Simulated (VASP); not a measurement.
# In3GaSb2N2 (P4/mmm) in VASP: relaxation of cell and atoms with PBE

Aim: the relaxation of cell and atoms of In3GaSb2N2 with PBE.

All numbers are computed with VASP 6.6.1; they aren't measurements. Logs are shortened: lines on timing, memory, paths and dates and some standing lists are left out, and cuts for length are marked.

## 1. The cell of the first run

It takes space group P4/mmm (No. 123, tetragonal). Conventional cell: a = 4.617 Å, b = 4.617 Å, c = 8.177 Å, α = 90.00°, β = 90.00°, γ = 90.00°. Within 3.0 Å of In (site symmetry 4mm) lie 1 In at 2.18 Å and 4 Sb at 2.99 Å. Within 2.9 Å of In (site symmetry 4/mmm) lie 2 In at 2.18 Å and 4 N at 2.31 Å. Within 3.1 Å of Ga (site symmetry 4/mmm) lie 4 N at 2.31 Å. Within 3.9 Å of Sb (site symmetry mmm) lie 4 In at 2.99 Å and 4 Sb at 3.26 Å. N (site symmetry mmm) has 6 In at 2.31 to 3.18 Å and 2 Ga at 2.31 Å and 4 N at 3.26 Å within 3.3 Å.

The cell was generated, and may not be a known phase.

## 2. Relaxation of cell and atoms, PBE

The input, INCAR:

```
SYSTEM = In3GaSb2N2
PREC = Accurate
ENCUT = 600
EDIFF = 1E-7
ISMEAR = 0
SIGMA = 0.15
LREAL = .FALSE.
LASPH = .TRUE.
NELM = 100
ALGO = Normal
ISIF = 3
LWAVE = .FALSE.
LCHARG = .FALSE.
GGA = PE
IBRION = 2
NSW = 36
EDIFFG = -0.08
```

The input, KPOINTS:

```
Automatic mesh
0
G
  3 3 2
  0 0 0
```

The input, POSCAR:

```
In3GaSb2N2
1.0
    4.6172675600      0.0000000000      0.0000000000
    0.0000000000      4.6172675600      0.0000000000
    0.0000000000      0.0000000000      8.1766611400
In Ga Sb N
3 1 2 2
Direct
    0.0000000000      0.0000000000      0.7331634700
    0.0000000000      0.0000000000      0.2668365300
    0.0000000000      0.0000000000      0.0000000000
    0.5000000000      0.5000000000      0.0000000000
    0.5000000000      0.0000000000      0.5000000000
    0.0000000000      0.5000000000      0.5000000000
    0.5000000000      0.0000000000      0.0000000000
    0.0000000000      0.5000000000      0.0000000000
```

Potentials or basis: VASP PAW PBE potentials, release 64 (In_d, Ga_d, Sb, N).

Run with:

```
cat potpaw_PBE.64/In_d/POTCAR potpaw_PBE.64/Ga_d/POTCAR potpaw_PBE.64/Sb/POTCAR potpaw_PBE.64/N/POTCAR > POTCAR
mpirun -np 1 vasp_std > vasp.out
```

OUTCAR:

```text
SYSTEM = In3GaSb2N2
   PREC = Accurate
   ENCUT = 600
   EDIFF = 1E-7
   ISMEAR = 0
   LREAL = .FALSE.
   LASPH = .TRUE.
   NELM = 100
   ISIF = 3
   GGA = PE
   IBRION = 2
   NSW = 36
   EDIFFG = -0.08

 ion  position               nearest neighbor table
   1  0.000  0.000  0.733-   3 2.18   5 2.99   6 2.99   6 2.99   5 2.99   2 3.81
   2  0.000  0.000  0.267-   3 2.18   5 2.99   6 2.99   6 2.99   5 2.99   1 3.81
   3  0.000  0.000  0.000-   1 2.18   2 2.18   7 2.31   8 2.31   8 2.31   7 2.31   4 3.26   4 3.26
                             4 3.26   4 3.26
   4  0.500  0.500  0.000-   7 2.31   8 2.31   7 2.31   8 2.31   3 3.26   3 3.26   3 3.26   3 3.26

   5  0.500  0.000  0.500-   1 2.99   2 2.99   1 2.99   2 2.99   6 3.26   6 3.26   6 3.26   6 3.26

   6  0.000  0.500  0.500-   1 2.99   2 2.99   1 2.99   2 2.99   5 3.26   5 3.26   5 3.26   5 3.26

   7  0.500  0.000  0.000-   3 2.31   4 2.31   4 2.31   3 2.31
   8  0.000  0.500  0.000-   3 2.31   4 2.31   3 2.31   4 2.31

  LATTYP: Found a simple tetragonal cell.
 ALAT       =     4.6172675600
 C/A-ratio  =     1.7708874424

  Lattice vectors:

 A1 = (   4.6172675600,   0.0000000000,   0.0000000000)
 A2 = (   0.0000000000,   4.6172675600,   0.0000000000)
 A3 = (   0.0000000000,   0.0000000000,   8.1766611400)

Analysis of symmetry for initial positions (statically):
=====================================================================
 Subroutine PRICEL returns:
 Original cell was already a primitive cell.

 Routine SETGRP: Setting up the symmetry group for a
 simple tetragonal supercell.

 Subroutine GETGRP returns: Found 16 space group operations
 (whereof 16 operations were pure point group operations)
 out of a pool of 16 trial point group operations.

The static configuration has the point symmetry D_4h.

Analysis of symmetry for dynamics (positions and initial velocities):
=====================================================================
 Subroutine PRICEL returns:
 Original cell was already a primitive cell.

 Routine SETGRP: Setting up the symmetry group for a
 simple tetragonal supercell.

 Subroutine GETGRP returns: Found 16 space group operations
 (whereof 16 operations were pure point group operations)
 out of a pool of 16 trial point group operations.

The dynamic configuration has the point symmetry D_4h.

 Subroutine INISYM returns: Found 16 space group operations
 (whereof 16 operations are pure point group operations),
 and found     1 'primitive' translations

----------------------------------------------------------------------------------------

                                     Primitive cell

  volume of cell :     174.3195

  direct lattice vectors                    reciprocal lattice vectors
[... 102 lines left out ...]
  Fermi-wavevector in a.u.,A,eV,Ry     =   1.219187  2.303929 20.223928  1.486417
  Thomas-Fermi vector in A             =   2.354448
   LORBIT       =      0    0 simple, 1 ext, 2 COOP (PROOUT), +10 PAW based schemes
   GGA     = PE    functional components
   LHFCALC =     F    Hartree Fock is set to
   AEXX    =    0.0000 exact exchange contribution
   IVDW    =     0    specifies the selected vdW correction
   LEPSILON=     F    determine dielectric tensor
   LRPA    =     F    only Hartree local field effects (RPA)
 conjugate gradient relaxation of ions
 non-spin polarized calculation
 Gauss-broadening in eV      SIGMA  =   0.15
  energy-cutoff  :      600.00
  volume of cell :      174.32
 maximum number of plane-waves:      5830
 NGX is ok and might be reduce to    40
   NGX = 19   NGY = 19   NGZ = 33

--------------------------------------- Ionic step        1  -------------------------------------------

 number of electron      71.9999985 magnetization

 Free energy of the ion-electron system (eV)
  ---------------------------------------------------
  ext. energy  EPLUGINS =         0.00000000
  ---------------------------------------------------
  free energy    TOTEN  =       -25.75768873 eV

  energy without entropy =      -25.68378154  energy(sigma->0) =      -25.72073513

------------------------ aborting loop because EDIFF is reached ----------------------------------------

  FORCE on cell =-STRESS in cart. coord.  units (eV):
  Direction    XX          YY          ZZ          XY          YZ          ZX
  --------------------------------------------------------------------------------------
  -------------------------------------------------------------------------------------
  Total       -3.6544894     -3.6544894     51.9797925      0.0000000     -0.0000000      0.0000000
  in kB      -33.5885465    -33.5885465    477.7481794      0.0000000     -0.0000000      0.0000000
  external PRESSURE =     136.8570288 kB  Pullay stress =       0.0000000 kB
[... 107 lines left out ...]
  FREE ENERGIE OF THE ION-ELECTRON SYSTEM (eV)
  ---------------------------------------------------
  free  energy   TOTEN  =       -31.0798392094 eV

  energy  without entropy=      -31.0436344274  energy(sigma->0) =      -31.06173682

 E-fermi :   4.7650     XC(G=0):  -8.8941

 val. band max:        4.7092823307   @ k =   0.0000   0.0000   0.0000
 cond. band min:       5.3693971011   @ k =   0.3333   0.0000   0.5000
 fundamental gap:      0.6601147703
 Fermi energy:         4.7649562875

 k-point     1 :       0.0000    0.0000    0.0000
  band No.  band energies     occupation
      1     -10.9504      2.00000
      2     -10.8488      2.00000
      3      -9.8831      2.00000
      4      -9.8825      2.00000
      5      -9.8805      2.00000
      6      -9.8462      2.00000
[... 265 lines left out ...]
     42       7.8214      0.00000
     43       7.8504      0.00000

[... ionic steps 4 to 18 ...]

--------------------------------------- Ionic step       19  -------------------------------------------

 number of electron      72.0000005 magnetization

------------------------ aborting loop because EDIFF is reached ----------------------------------------
[... 79 lines left out ...]
--------------------------------------- Ionic step       21  -------------------------------------------

 number of electron      72.0000003 magnetization

 Free energy of the ion-electron system (eV)
  ---------------------------------------------------
  ext. energy  EPLUGINS =         0.00000000
  ---------------------------------------------------
  free energy    TOTEN  =       -32.29544282 eV

  energy without entropy =      -32.27461914  energy(sigma->0) =      -32.28503098

 E-fermi :   4.8419     XC(G=0):  -8.9637

 val. band max:        4.7323628171   @ k =   0.0000   0.0000   0.0000
 cond. band min:       5.5102381702   @ k =   0.3333   0.0000   0.5000
 fundamental gap:      0.7778753531
 Fermi energy:         4.8418874123

 k-point     1 :       0.0000    0.0000    0.0000
  band No.  band energies     occupation
      1     -10.8405      2.00000
      2     -10.7483      2.00000
      3      -9.8131      2.00000
      4      -9.7908      2.00000
      5      -9.7892      2.00000
      6      -9.7646      2.00000
[... 300 lines left out ...]
  FREE ENERGIE OF THE ION-ELECTRON SYSTEM (eV)
  ---------------------------------------------------
  free  energy   TOTEN  =       -32.2954428225 eV

  energy  without entropy=      -32.2746191352  energy(sigma->0) =      -32.28503098

 reached required accuracy - stopping structural energy minimisation
```

OSZICAR:

```text
N       E                     dE             d eps       ncg     rms          rms(c)
DAV:   1     0.795704100819E+03    0.79570E+03   -0.34819E+04   516   0.231E+03
DAV:   2     0.114616697130E+03   -0.68109E+03   -0.66873E+03   532   0.586E+02
DAV:   3    -0.185242290886E+02   -0.13314E+03   -0.13039E+03   633   0.234E+02
[... 288 lines left out ...]
DAV:   7    -0.322954420542E+02   -0.56744E-06   -0.26583E-05   585   0.417E-02    0.722E-03
DAV:   8    -0.322954427418E+02   -0.68756E-06   -0.36177E-06   634   0.202E-02    0.384E-03
DAV:   9    -0.322954426021E+02    0.13975E-06   -0.72698E-07   678   0.656E-03    0.115E-03
DAV:  10    -0.322954427752E+02   -0.17316E-06   -0.10776E-07   401   0.166E-03    0.354E-04
DAV:  11    -0.322954428225E+02   -0.47266E-07   -0.26875E-08   311   0.119E-03
  21 F= -.32295443E+02 E0= -.32285031E+02  d E =-.134659E-02
```

CONTCAR:

```text
In3GaSb2N2
   1.00000000000000
     4.3213798284419305   -0.0000000000000000   -0.0000000000000000
    -0.0000000000000000    4.3213798284419305    0.0000000000000000
    -0.0000000000000000    0.0000000000000000   11.3239225051515113
  In              Ga              Sb              N
     3     1     2     2
Direct
     0.0000000000000000    0.0000000000000000    0.7206006416757648
     1.0000000000000000    0.0000000000000000    0.2793993583242352
     0.0000000000000000    0.0000000000000000    0.0000000000000000
     0.5000000000000000    0.5000000000000000    0.0000000000000000
     0.5000000000000000    0.0000000000000000    0.5000000000000000
     0.0000000000000000    0.5000000000000000    0.5000000000000000
     0.5000000000000000    0.0000000000000000    0.0000000000000000
     0.0000000000000000    0.5000000000000000    0.0000000000000000

  0.00000000E+00  0.00000000E+00  0.00000000E+00
  0.00000000E+00  0.00000000E+00  0.00000000E+00
  0.00000000E+00  0.00000000E+00  0.00000000E+00
  0.00000000E+00  0.00000000E+00  0.00000000E+00
  0.00000000E+00  0.00000000E+00  0.00000000E+00
  0.00000000E+00  0.00000000E+00  0.00000000E+00
  0.00000000E+00  0.00000000E+00  0.00000000E+00
  0.00000000E+00  0.00000000E+00  0.00000000E+00
```

Wall time 25 min (1 thread of Intel Xeon Platinum 8488C (Sapphire Rapids), shared host); peak memory 0.38 GiB.

Results:

| Item | Value |
| --- | --- |
| Free energy | -32.2954 eV |
| Relaxed volume | 26.43 Å³/atom |
| Relaxed cell | a = 4.321 Å, b = 4.321 Å, c = 11.324 Å, α = 90.00°, β = 90.00°, γ = 90.00° |
| Space group after relaxing (to 0.1 Å) | P4/mmm (No. 123) |
| Energy gained by relaxing | 817.2 meV/atom |
| Ionic steps | 21 |
| Pressure after relaxing | -0.2 GPa |
| Largest force after relaxing | 0.015 eV/Å |
| Band gap on the k mesh | 0.01 eV (least direct gap 0.43 eV) |

Forces on the atoms (eV/Å):
```
In   0.000  0.000  0.015
In   0.000  0.000 -0.015
In   0.000  0.000  0.000
Ga   0.000  0.000  0.000
Sb   0.000  0.000  0.000
Sb   0.000  0.000  0.000
N    0.000  0.000  0.000
N    0.000  0.000  0.000
```

The path:
```
step  energy change (eV)  largest force (eV/Å)  pressure (GPa)  volume (Å³)
   1              0.0000                8.8789           13.69       174.32
   2             -5.3728                1.5351           -1.31       218.98
   3             -5.3222                1.0081           -0.55       201.89
   4             -5.3711                1.5423           -1.15       215.35
   5             -5.3917                1.4798           -1.11       212.30
   6             -5.7852                1.4675            0.62       207.73
   7             -5.7060                0.7857            9.87       192.42
   8             -6.0686                1.3769            2.98       202.48
   9             -6.1047                1.3152            4.92       199.05
  10             -6.2952                0.9103            3.87       202.94
  11             -6.3948                0.3656            2.79       207.53
  12             -6.3975                0.2707            2.61       208.39
  13             -6.4824                0.2821            0.89       212.35
  14             -6.4998                0.2933           -0.29       215.48
  15             -6.4999                0.2926           -0.23       215.32
  16             -6.5044                0.2807           -0.20       214.94
  17             -6.5162                0.2431           -0.12       213.82
  18             -6.5321                0.1592            0.08       211.56
  19             -6.5267                0.0564            0.60       207.04
  20             -6.5364                0.0928            0.27       209.84
  21             -6.5378                0.0155           -0.23       211.47
```

Final structure:
```
CELL_PARAMETERS angstrom
4.32138 0.00000 0.00000
0.00000 4.32138 0.00000
0.00000 0.00000 11.32392
ATOMIC_POSITIONS crystal
In 0.00000 0.00000 0.72060
In 0.00000 0.00000 0.27940
In 0.00000 0.00000 0.00000
Ga 0.50000 0.50000 0.00000
Sb 0.50000 0.00000 0.50000
Sb 0.00000 0.50000 0.50000
N 0.50000 0.00000 0.00000
N 0.00000 0.50000 0.00000
```

Levels at points of the mesh, in eV from the valence-band top:
```csv
k point,band 32,band 33,band 34,band 35,band 36,band 37,band 38,band 39,band 40,band 41
"(0.00, 0.00, 0.00)",-1.54,-1.54,-1.14,-0.51,-0.43,0.01,1.09,2.09,2.65,2.65
"(0.00, 0.00, 0.50)",-2.02,-1.54,-1.54,-1.14,-0.42,1.09,1.45,1.62,2.72,2.72
```

Caveat: the k points lie up to 0.48 Å⁻¹ apart in the final cell; the volume moved by over 15 % at a fixed basis, so the end points are rough; the smearing spreads over this small gap; semilocal functionals underestimate gaps, and a narrow one can read as zero; spin-orbit coupling is left out, which moves the levels of the heavy elements.

The gap in the log of VASP goes by the Fermi energy; the results here count the filled bands.